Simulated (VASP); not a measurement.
# Ta (Fd-3m) in VASP: further runs

The runs below take Ta through single point, with PBE.

Program: VASP 6.6.1. These are calculated values, not measurements. Logs are shortened: lines on timing, memory, paths and dates and some standing lists are left out, and cuts for length are marked.

### 1 The cell of the first run

The structure is cubic, space group Fd-3m (No. 227). Conventional cell: a = 6.106 Å, b = 6.106 Å, c = 6.106 Å, α = 90.00°, β = 90.00°, γ = 90.00°. Within 3.5 Å of Ta (site symmetry -43m) lie 4 Ta at 2.64 Å.

This isn't the form of Ta at room conditions, which is bcc.

### 2 Single point, PBE

File INCAR:

```
ALGO = Normal
EDIFF = 1E-6
ENCUT = 520
GGA = PE
ISIF = 2
ISMEAR = -1
LASPH = T
LCHARG = T
LELF = T
LREAL = F
LVHAR = T
LWAVE = F
NBANDS = 18
NELM = 100
PREC = Accurate
SIGMA = 0.1
```

File KPOINTS:

```
k-points
0
Gamma
  9 9 9
```

File POSCAR:

```
Ta
1.0
    0.0000000000      3.0529549985      3.0529549985
    3.0529549985      0.0000000000      3.0529549985
    3.0529549985      3.0529549985      0.0000000000
Ta
2
Direct
    0.1250000000      0.1250000000      0.1250000000
    0.8750000000      0.8750000000      0.8750000000
```

Potentials or basis: VASP PAW PBE potentials, release 64 (Ta_pv).

Launch:

```
$ cat potpaw_PBE.64/Ta_pv/POTCAR > POTCAR
$ mpirun -np 1 vasp_std > vasp.out
```

OUTCAR:

```text
EDIFF = 1E-6
   ENCUT = 520
   GGA = PE
   ISIF = 2
   ISMEAR = -1
   LASPH = T
   LREAL = F
   NELM = 100
   PREC = Accurate

 ion  position               nearest neighbor table
   1  0.125  0.125  0.125-   2 2.64   2 2.64   2 2.64   2 2.64
   2  0.875  0.875  0.875-   1 2.64   1 2.64   1 2.64   1 2.64

  LATTYP: Found a face centered cubic cell.
 ALAT       =     6.1059099970

  Lattice vectors:

 A1 = (   0.0000000000,   3.0529549985,   3.0529549985)
 A2 = (   3.0529549985,   0.0000000000,   3.0529549985)
 A3 = (   3.0529549985,   3.0529549985,   0.0000000000)

Analysis of symmetry for initial positions (statically):
=====================================================================
 Subroutine PRICEL returns:
 Original cell was already a primitive cell.

 Routine SETGRP: Setting up the symmetry group for a
 face centered cubic supercell.

 Subroutine GETGRP returns: Found 48 space group operations
 (whereof 12 operations were pure point group operations)
 out of a pool of 48 trial point group operations.

The static configuration has the point symmetry D_3d.
 The point group associated with its full space group is O_h .

Analysis of symmetry for dynamics (positions and initial velocities):
=====================================================================
 Subroutine PRICEL returns:
 Original cell was already a primitive cell.

 Routine SETGRP: Setting up the symmetry group for a
 face centered cubic supercell.

 Subroutine GETGRP returns: Found 48 space group operations
 (whereof 12 operations were pure point group operations)
 out of a pool of 48 trial point group operations.

The dynamic configuration has the point symmetry D_3d.
 The point group associated with its full space group is O_h .

 Subroutine INISYM returns: Found 48 space group operations
 (whereof 12 operations are pure point group operations),
 and found     1 'primitive' translations

----------------------------------------------------------------------------------------

                                     Primitive cell

  volume of cell :      56.9103

  direct lattice vectors                    reciprocal lattice vectors
     0.000000000  3.052954999  3.052954999    -0.163775752  0.163775752  0.163775752
     3.052954999  0.000000000  3.052954999     0.163775752 -0.163775752  0.163775752
     3.052954999  3.052954999  0.000000000     0.163775752  0.163775752 -0.163775752

  length of vectors
     4.317530364  4.317530364  4.317530364     0.283667923  0.283667923  0.283667923

  position of ions in fractional coordinates (direct lattice)
     0.125000000  0.125000000  0.125000000
     0.875000000  0.875000000  0.875000000

  ion indices of the primitive-cell ions
   primitive index   ion index
                 1           1
                 2           2

----------------------------------------------------------------------------------------

 KPOINTS: k-points

Automatic generation of k-mesh.
 Grid dimensions read from file:
 generate k-points for:    9    9    9

 Generating k-lattice:

  Cartesian coordinates                     Fractional coordinates (reciprocal lattice)
    -0.018197306  0.018197306  0.018197306     0.111111111  0.000000000  0.000000000
     0.018197306 -0.018197306  0.018197306     0.000000000  0.111111111  0.000000000
     0.018197306  0.018197306 -0.018197306     0.000000000  0.000000000  0.111111111

  Length of vectors
     0.031518658  0.031518658  0.031518658

  Shift w.r.t. Gamma in fractional coordinates (k-lattice)
     0.000000000  0.000000000  0.000000000

 Subroutine IBZKPT returns following result:
 ===========================================

 Found     35 irreducible k-points:

 Following reciprocal coordinates:
            Coordinates               Weight
  0.000000  0.000000  0.000000      1.000000
  0.111111  0.000000  0.000000      8.000000
  0.222222  0.000000  0.000000      8.000000
  0.333333  0.000000  0.000000      8.000000
  0.444444  0.000000  0.000000      8.000000
  0.111111  0.111111  0.000000      6.000000
[... 16 lines left out ...]
 -0.333333  0.333333  0.000000     12.000000
  0.444444  0.444444  0.000000      6.000000
 [... further k-points ...]
   k-points           NKPTS =     35   k-points in BZ     NKDIM =     35   number of bands    NBANDS=     18
   number of dos      NEDOS =    301   number of ions     NIONS =      2
   total plane-waves  NPLWV =  32768
   dimension x,y,z NGX =    32 NGY =   32 NGZ =   32
   dimension x,y,z NGXF=    64 NGYF=   64 NGZF=   64
   ions per type =               2
   NGX,Y,Z   is equivalent  to a cutoff of  12.32, 12.32, 12.32 a.u.
   NGXF,Y,Z  is equivalent  to a cutoff of  24.64, 24.64, 24.64 a.u.
 SYSTEM =  unknown system
   PREC   = accura    normal or accurate (medium, high low for compatibility)
   ISTART =      0    job   : 0-new  1-cont  2-samecut
   ICHARG =      2    charge: 1-file 2-atom 10-const
   ISPIN  =      1    spin polarized calculation?
   LNONCOLLINEAR =      F non collinear calculations
   LSORBIT =      F    spin-orbit coupling
   LASPH  =      T    aspherical Exc in radial PAW
   ENCUT  =  520.0 eV  38.22 Ry    6.18 a.u.   8.03  8.03  8.03*2*pi/ulx,y,z
   NELM   =    100;   NELMIN=  2; NELMDL= -5     # of ELM steps
   EDIFF  = 0.1E-05   stopping-criterion for ELM
   LREAL  =      F    real-space projection
   EDIFFG = 0.1E-04   stopping-criterion for IOM
   NSW    =      0    number of steps for IOM
   IBRION =     -1    ionic relax: 0-MD 1-quasi-New 2-CG
   NFREE  =      0    steps in history (QN), initial steepest desc. (CG)
   ISIF   =      2    stress and relaxation
   ISYM   =      2    0-nonsym 1-usesym 2-fastsym
   POTIM  = 0.5000    time-step for ionic-motion
   TEBEG  =    0.0;   TEEND  =   0.0 temperature during run
   PSTRESS=    0.0 pullay stress
   NELECT =      22.0000    total number of electrons
   NUPDOWN=      -1.0000    fix difference up-down
   EMIN   =  10.00;   EMAX   =-10.00  energy-range for DOS
   EFERMI =   0.00;   METHOD = LEGACY
   ISMEAR =    -1;   SIGMA  =   0.10  broadening in eV -4-tet -1-fermi 0-gaus
   EFERMI_NEDOS =   21; number of points for ismear=-14 and -15
   IALGO  =     38    algorithm
   IMIX   =      4    mixing-type and parameters
     AMIX     =   0.40;   BMIX     =  1.00
     AMIX_MAG =   1.60;   BMIX_MAG =  1.00
  volume/ion in A,a.u.               =      28.46       192.02
  Fermi-wavevector in a.u.,A,eV,Ry     =   1.192574  2.253638 19.350650  1.422233
  Thomas-Fermi vector in A             =   2.328609
   LORBIT       =      0    0 simple, 1 ext, 2 COOP (PROOUT), +10 PAW based schemes
   GGA     = PE    functional components
   LHFCALC =     F    Hartree Fock is set to
   AEXX    =    0.0000 exact exchange contribution
   IVDW    =     0    specifies the selected vdW correction
   LEPSILON=     F    determine dielectric tensor
   LRPA    =     F    only Hartree local field effects (RPA)
 non-spin polarized calculation
  energy-cutoff  :      520.00
  volume of cell :       56.91
 maximum number of plane-waves:      1550
   NGX = 17   NGY = 17   NGZ = 17

 number of electron      22.0000002 magnetization

 Free energy of the ion-electron system (eV)
  ---------------------------------------------------
  ext. energy  EPLUGINS =         0.00000000
  ---------------------------------------------------
  free energy    TOTEN  =       -17.92409224 eV

  energy without entropy =      -17.79250708  energy(sigma->0) =      -17.85829966

 E-fermi :   1.9994     XC(G=0): -10.0073

 val. band max:        1.9956779087   @ k =   0.3333   0.0000   0.0000
 cond. band min:       2.0149712277   @ k =   0.3333   0.2222   0.0000
 fundamental gap:      0.0192933190
 Fermi energy:         1.9993565488

 k-point     1 :       0.0000    0.0000    0.0000
  band No.  band energies     occupation
      1     -32.1497      2.00000
      2     -32.1497      2.00000
      3     -32.1497      2.00000
      4     -31.3572      2.00000
      5     -31.3572      2.00000
      6     -31.3572      2.00000
[... 10 lines left out ...]
     17       7.7751      0.00000
     18      11.8708      0.00000

 k-point     2 :       0.1111    0.0000    0.0000
  band No.  band energies     occupation
      1     -32.1608      2.00000
      2     -32.1608      2.00000
      3     -32.1481      2.00000
      4     -31.3606      2.00000
      5     -31.3454      2.00000
      6     -31.3454      2.00000
[... 10 lines left out ...]
     17       7.7301      0.00000
     18      11.5847      0.00000

 k-point     3 :       0.2222    0.0000    0.0000
  band No.  band energies     occupation
      1     -32.1875      2.00000
      2     -32.1875      2.00000
      3     -32.1445      2.00000
      4     -31.3687      2.00000
      5     -31.3169      2.00000
      6     -31.3169      2.00000
[... 10 lines left out ...]
     17       7.5704      0.00000
     18      10.5260      0.00000

 k-point     4 :       0.3333    0.0000    0.0000
  band No.  band energies     occupation
      1     -32.2159      2.00000
      2     -32.2159      2.00000
      3     -32.1409      2.00000
      4     -31.3771      2.00000
      5     -31.2865      2.00000
      6     -31.2865      2.00000
[... 375 lines left out ...]
      4     -31.6551      2.00000
      5     -31.1977      2.00000
      6     -31.1669      2.00000
[... 10 lines left out ...]
     17       6.8886      0.00000
     18       7.4372      0.00000

 k-point    23 :      -0.3333    0.3333    0.0000
  band No.  band energies     occupation
      1     -32.3385      2.00000
      2     -32.2792      2.00000
      3     -31.9170      2.00000
      4     -31.6065      2.00000
      5     -31.2186      2.00000
      6     -31.1641      2.00000
[... 10 lines left out ...]
     17       7.4193      0.00000
     18       7.6331      0.00000

 k-point    24 :       0.4444    0.4444    0.0000
  band No.  band energies     occupation
      1     -32.3182      2.00000
      2     -32.3182      2.00000
      3     -31.8352      2.00000
      4     -31.6987      2.00000
      5     -31.1769      2.00000
      6     -31.1769      2.00000
[... 10 lines left out ...]
     17       7.5507      0.00000
     18       7.5525      0.00000

 [... further k-points ...]
[... 5 lines left out ...]
  --------------------------------------------------------------------------------------
  -------------------------------------------------------------------------------------
  Total        0.0299045      0.0299045      0.0299045      0.0000000      0.0000000     -0.0000000
  in kB        0.8418921      0.8418921      0.8418921      0.0000000      0.0000000     -0.0000000
  external PRESSURE =       0.8418921 kB  Pullay stress =       0.0000000 kB

 VOLUME and BASIS-vectors are now :
 -----------------------------------------------------------------------------
  energy-cutoff  :      520.00
  volume of cell :       56.91
      direct lattice vectors                 reciprocal lattice vectors
     0.000000000  3.052954999  3.052954999    -0.163775752  0.163775752  0.163775752
     3.052954999  0.000000000  3.052954999     0.163775752 -0.163775752  0.163775752
     3.052954999  3.052954999  0.000000000     0.163775752  0.163775752 -0.163775752

 POSITION                                       TOTAL-FORCE (eV/Angst)
 -----------------------------------------------------------------------------------
      0.76324      0.76324      0.76324         0.000000      0.000000      0.000000
      5.34267      5.34267      5.34267        -0.000000     -0.000000     -0.000000
 -----------------------------------------------------------------------------------
    total drift:                                0.000000      0.000000     -0.000000

  FREE ENERGIE OF THE ION-ELECTRON SYSTEM (eV)
  ---------------------------------------------------
  free  energy   TOTEN  =       -17.9240922414 eV

  energy  without entropy=      -17.7925070792  energy(sigma->0) =      -17.85829966
```

Wall time 23 s (1 thread of Intel Xeon Platinum 8259CL at 2.50GHz (Skylake/Cascade Lake), shared host); peak memory 0.18 GiB.

Results:

```yaml
Free_energy: -17.9241 eV
Pressure: 0.1 GPa
Band_gap_on_the_k_mesh: zero (bands 11 and 12 overlap by 0.66 eV)
```

Levels at points of the mesh, in eV from the Fermi level:
```csv
k point,band 8,band 9,band 10,band 11,band 12,band 13,band 14,band 15
"(0.00, 0.00, 0.00)",-0.96,-0.96,-0.30,-0.30,-0.30,2.00,2.00,2.00
```

Caveat: spin-orbit coupling is left out, which moves the levels of the heavy elements.

### 3 Single point, PBE (25.04 Å³/atom)

This run uses another cell than the first one, of 25.04 Å³/atom.

File INCAR:

```
SYSTEM = Ta
PREC = Accurate
ENCUT = 520
EDIFF = 1E-7
ISMEAR = -1
SIGMA = 0.1
LREAL = .FALSE.
LASPH = .TRUE.
NELM = 80
ALGO = Normal
ISIF = 2
LWAVE = .FALSE.
LCHARG = .FALSE.
GGA = PE
NBANDS = 18
```

File KPOINTS:

```
Automatic mesh
0
G
  10 10 10
  0 0 0
```

File POSCAR:

```
Ta
1.0
    0.0000000000      2.9255978405      2.9255978405
    2.9255978405      0.0000000000      2.9255978405
    2.9255978405      2.9255978405      0.0000000000
Ta
2
Direct
    0.1250000000      0.1250000000      0.1250000000
    0.8750000000      0.8750000000      0.8750000000
```

Potentials or basis: VASP PAW PBE potentials, release 64 (Ta_pv).

Launch:

```
$ cat potpaw_PBE.64/Ta_pv/POTCAR > POTCAR
$ mpirun -np 1 vasp_std > vasp.out
```

Wall time 32 s (1 thread of Intel Xeon Platinum 8259CL at 2.50GHz (Skylake/Cascade Lake), shared host); peak memory 0.19 GiB.

Results (log left out):

```
Free energy            : -17.7032 eV
Pressure               : 11.2 GPa
Band gap on the k mesh : zero (bands 11 and 12 overlap by 0.91 eV)
```

Levels at points of the mesh, in eV from the Fermi level:
```csv
k point,band 7,band 8,band 9,band 10,band 11,band 12,band 13,band 14,band 15,band 16
"(0.00, 0.00, 0.00)",-5.96,-1.31,-1.31,-0.33,-0.33,-0.33,2.24,2.24,2.24,6.63
"(0.50, 0.00, 0.00)",-3.20,-1.56,-1.16,-1.16,-0.48,-0.48,0.12,3.60,3.60,5.38
"(0.50, 0.50, 0.00)",-2.42,-2.42,-0.77,-0.77,-0.37,-0.37,1.87,1.87,4.81,4.81
```

Caveat: the cell stands under pressure; spin-orbit coupling is left out, which moves the levels of the heavy elements.

### 4 Single point, PBE (26.18 Å³/atom)

This run uses another cell than the first one, of 26.18 Å³/atom.

File INCAR:

```
SYSTEM = Ta
PREC     = Accurate       ! precision mode
ENCUT    = 520            ! plane-wave cutoff, eV
EDIFF    = 1E-6           ! SCF threshold, eV
ISMEAR   = -1             ! smearing method
SIGMA    = 0.1            ! smearing width, eV
LREAL    = .False.        ! projectors in reciprocal space
LASPH    = .True.         ! aspherical terms in the spheres
NELM     = 100            ! most SCF steps
ALGO     = Normal         ! electronic algorithm
ISIF     = 2              ! what is computed and relaxed
LWAVE    = .False.        ! write WAVECAR
LCHARG   = .False.        ! write CHGCAR
GGA      = PE             ! functional
NBANDS   = 18             ! bands
```

File KPOINTS:

```
regular mesh
0
Gamma
  10 10 10
  0 0 0
```

File POSCAR:

```
Ta
1.0
    0.0000000000      2.9692699185      2.9692699185
    2.9692699185      0.0000000000      2.9692699185
    2.9692699185      2.9692699185      0.0000000000
Ta
2
Direct
    0.1250000000      0.1250000000      0.1250000000
    0.8750000000      0.8750000000      0.8750000000
```

Launch:

```
$ cat potpaw_PBE.64/Ta_pv/POTCAR > POTCAR
$ mpirun -np 1 vasp_std > vasp.out
```

Run time: 27 s. Hardware: 1 thread of Intel Xeon Platinum 8259CL at 2.50GHz (Skylake/Cascade Lake), shared host; peak memory 0.19 GiB.

It converged, with:

- Free energy: -17.8307 eV
- Pressure: 6.8 GPa
- Band gap on the k mesh: zero (bands 11 and 12 overlap by 0.87 eV)

Levels at points of the mesh, in eV from the Fermi level:
| k point | band 7 | band 8 | band 9 | band 10 | band 11 | band 12 | band 13 | band 14 | band 15 | band 16 |
| --- | --- | --- | --- | --- | --- | --- | --- | --- | --- | --- |
| (0.00, 0.00, 0.00) | -5.82 | -1.18 | -1.18 | -0.31 | -0.31 | -0.31 | 2.15 | 2.15 | 2.15 | 6.33 |
| (0.50, 0.00, 0.00) | -3.19 | -1.41 | -1.04 | -1.04 | -0.43 | -0.43 | 0.02 | 3.44 | 3.44 | 5.16 |
| (0.50, 0.50, 0.00) | -2.23 | -2.23 | -0.89 | -0.89 | -0.32 | -0.32 | 1.85 | 1.85 | 4.61 | 4.61 |

Caveat: the cell stands under pressure; spin-orbit coupling is left out, which moves the levels of the heavy elements.

### 5 Overview

```tsv
cell	k mesh	gap on the mesh (eV)	pressure (GPa)
a = 4.318 Å, angles 60.0°, 2 atoms	9 × 9 × 9	none	0.1
a = 4.137 Å, angles 60.0°, 2 atoms	10 × 10 × 10	none	11.2
a = 4.199 Å, angles 60.0°, 2 atoms	10 × 10 × 10	none	6.8
```

Alike in all rows: task single point; level PBE; potentials or basis VASP PAW PBE potentials, release 64 (Ta_pv); no spin polarisation; cutoff (eV) 520; smearing fermi-dirac 0.1 eV.

Caveats: spin-orbit coupling is left out, which moves the levels of the heavy elements; the cell stands under pressure (at least some runs).

Total energies depend on the potentials used, so only differences within one code and one set of settings carry meaning.
